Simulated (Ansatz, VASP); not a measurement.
H: VASP beside Ansatz

POSCAR

```
H
1.0
    2.7157514422     -2.5649490751      0.0000000000
    2.7157514422      2.5649490751      0.0000000000
    0.0000000000      0.0000000000      4.4248082838
H
4
Direct
    0.9520458164      0.0479541836      0.0641167107
    0.4520458164      0.5479541836      0.4358832893
    0.5479541836      0.4520458164      0.5641167107
    0.0479541836      0.9520458164      0.9358832893
```

The input INCAR.step1:

```
SYSTEM = H
  PREC = Accurate
  ENCUT = 520
  EDIFF = 1E-5
  ISMEAR = 0
  SIGMA = 0.02
  LREAL = .FALSE.
  LASPH = .TRUE.
  NELM = 100
  ALGO = Normal
  ISIF = 2
  LWAVE = .TRUE.
  GGA = PE
  NBANDS = 10
```

Contents of INCAR.step2:

```
SYSTEM = H
  PREC = Accurate
  ENCUT = 520
  EDIFF = 1E-7
  ISMEAR = 0
  SIGMA = 0.02
  LREAL = .FALSE.
  LASPH = .TRUE.
  NELM = 100
  ALGO = Normal
  ISIF = 2
  LWAVE = .FALSE.
  LCHARG = .TRUE.
  GGA = PE
  LHFCALC = .TRUE.
  HFSCREEN = 0.2079
  PRECFOCK = Normal
  LELF = .TRUE.
  LVHAR = .TRUE.
  ISTART = 1
  NBANDS = 10
```

File KPOINTS:

```
regular mesh
0
G
  6 6 4
  0 0 0
```

Input for Ansatz:

```yaml
crystal:
  lattice:
    - [2.7157514422, -2.5649490751, 0.0]
    - [2.7157514422, 2.5649490751, 0.0]
    - [0.0, 0.0, 4.4248082838]
  atoms:
    - { symbol: H, position: [0.9520458164, 0.0479541836, 0.0641167107] }
    - { symbol: H, position: [0.4520458164, 0.5479541836, 0.4358832893] }
    - { symbol: H, position: [0.5479541836, 0.4520458164, 0.5641167107] }
    - { symbol: H, position: [0.0479541836, 0.9520458164, 0.9358832893] }
basis:
  ecutwfc: 420
kpoints:
  mp_grid: { grid: [6, 6, 4] }
  band_path:
    path:
      - [[0.0, 0.0, 0.0], [0.5, 0.5, 0.0], [0.47300647, 0.52699353, 0.0]]
      - [[-0.47300647, 0.47300647, 0.0], [0.0, 0.0, 0.0], [0.0, 0.0, 0.5], [-0.47300647, 0.47300647, 0.5]]
      - [[0.47300647, 0.52699353, 0.5], [0.5, 0.5, 0.5], [0.5, 0.5, 0.0]]
      - [[0.0, 0.0, 0.0], [0.0, 0.5, 0.0], [0.0, 0.5, 0.5], [0.0, 0.0, 0.5], [0.5, 0.5, 0.5]]
    npoints: 4
hamiltonian:
  xc: hse06
scf:
  occupations: { method: gaussian, width: 0.02 }
output:
  forces: true
  stress: true
  eigenvalues: true
  populations: true
  dos: { projected: true, de: 0.02 }
  bader: false
  write_density: true
  write_potential: true
  elf: true
  volumetric_format: npy
```

Alike in both runs: task single point; functional HSE06; k mesh 6 × 6 × 4; occupations gaussian, width 0.02 eV; no spin polarisation.

|  | VASP | Ansatz |
| --- | --- | --- |
| version | VASP 6.6.1 | Ansatz 0.2.0 |
| potentials or method | VASP PAW PBE potentials, release 64 (H), cutoff 520 eV | scalar-relativistic, plane waves, PAW |
| valence electrons in the cell | 4 | 4 |

|  | VASP | Ansatz | Ansatz less VASP |
| --- | --- | --- | --- |
| gap on the k mesh at the Fermi level (eV) | 10.87 | 10.87 | +0.003 |
| least direct gap on the mesh (eV) | 11.40 | 11.40 | +0.002 |
| pressure (GPa) | -0.4 | -0.3 | +0.14 |
| traceless stress, the component that is largest in VASP (GPa) | 0.28 | 0.26 | -0.011 |
| rms of the force components (eV/Å) | 0.119 | 0.118 | -0.0006 |

Atom by atom the forces differ by 0.001 eV/Å (rms over components). The functional is the same, so the differences come from potentials, cutoffs and numerics. Ansatz's warnings: stress exchange threshold loose, stress scf threshold loose.
